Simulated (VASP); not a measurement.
Here is a VASP 6.6.1 calculation.

File INCAR:

```
  ALGO = Normal
  EDIFF = 1E-7
  EDIFFG = -0.005
  ENCUT = 600
  GGA = PE
  IBRION = 2
  ISIF = 3
  ISMEAR = -1
  LASPH = True
  LCHARG = False
  LREAL = False
  LWAVE = False
  NELM = 60
  NSW = 60
  PREC = Accurate
  PSTRESS = -17.0
  SIGMA = 0.1
```

Contents of KPOINTS:

```
k-points
0
Gamma
  14 14 13
```

The input POSCAR:

```
Hf
1.0
    3.0858469552      0.0000000000      0.0000000000
   -1.5429234776      2.6724218554      0.0000000000
    0.0000000000      0.0000000000      2.9006961379
Hf
1
Direct
    0.0000000000      0.0000000000      0.0000000000
```

Potentials or basis: VASP PAW PBE potentials, release 64 (Hf_pv).

Command:

```console
$ cat potpaw_PBE.64/Hf_pv/POTCAR > POTCAR
$ mpirun -np 1 vasp_std > vasp.out
```

(1) What does it give for the relaxed cell?

(2) What does it give for the relaxed volume?

(3) What does it give for the band gap on the k mesh?

## Answers

(1) a = 3.010 Å, b = 3.010 Å, c = 3.023 Å, α = 90.00°, β = 90.00°, γ = 120.00°.

(2) 23.71 Å³/atom.

(3) zero (bands 5 and 6 overlap by 0.60 eV).

Caveat: the cell is relaxed towards a set pressure, so the run minimises the enthalpy, not the energy; spin-orbit coupling is left out, which moves the levels of the heavy elements.
